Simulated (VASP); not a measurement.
Mn3GaC, 5 atoms in the cell. The structure is cubic, space group Pm-3m (No. 221). Conventional cell: a = 3.896 Å, b = 3.896 Å, c = 3.896 Å, α = 90.00°, β = 90.00°, γ = 90.00°. Within 2.6 Å of Mn (site symmetry 4/mmm) lie 2 C at 1.95 Å. Within 3.6 Å of Ga (site symmetry m-3m) lie 12 Mn at 2.75 Å and 8 C at 3.37 Å. Within 2.6 Å of C (site symmetry m-3m) lie 6 Mn at 1.95 Å. 

| Item | Value |
| --- | --- |
| Program | VASP 6.6.1 |
| Task | single point |
| Functional | LDA |
| Potentials or basis | VASP PAW LDA potentials, release 64 (Mn_pv, Ga_d, C) |
| Cutoff | 520 eV |
| k mesh | 6 × 6 × 6 |
| Occupations | fermi-dirac, width 0.05 eV |
| Spin | collinear spin, ferromagnetic start |
| Starting moments | [4.0, 4.0, 4.0, 0.0, 0.0] μB |
| Dipole correction | no |
| Further INCAR settings | ALGO = Normal; EDIFF = 1e-07; NBANDS = 40 |

Potentials or basis: VASP PAW LDA potentials, release 64 (Mn_pv, Ga_d, C).

Run with:

```console
$ cat potpaw_LDA.64/Mn_pv/POTCAR potpaw_LDA.64/Ga_d/POTCAR potpaw_LDA.64/C/POTCAR > POTCAR
$ mpirun -np 1 vasp_std > vasp.out
```

Hardware: 1 thread of Intel(R) Xeon(R) Platinum 8259CL CPU @ 2.50GHz (Skylake/Cascade Lake), with other jobs on the host.

Problem. Estimate the wall time of this run.

Solution. Run time: 81 s on 1 thread of Intel(R) Xeon(R) Platinum 8259CL CPU @ 2.50GHz (Skylake/Cascade Lake), with other jobs on the host, peak memory 0.2 GiB. Counts: scf iterations 15, k points 20.
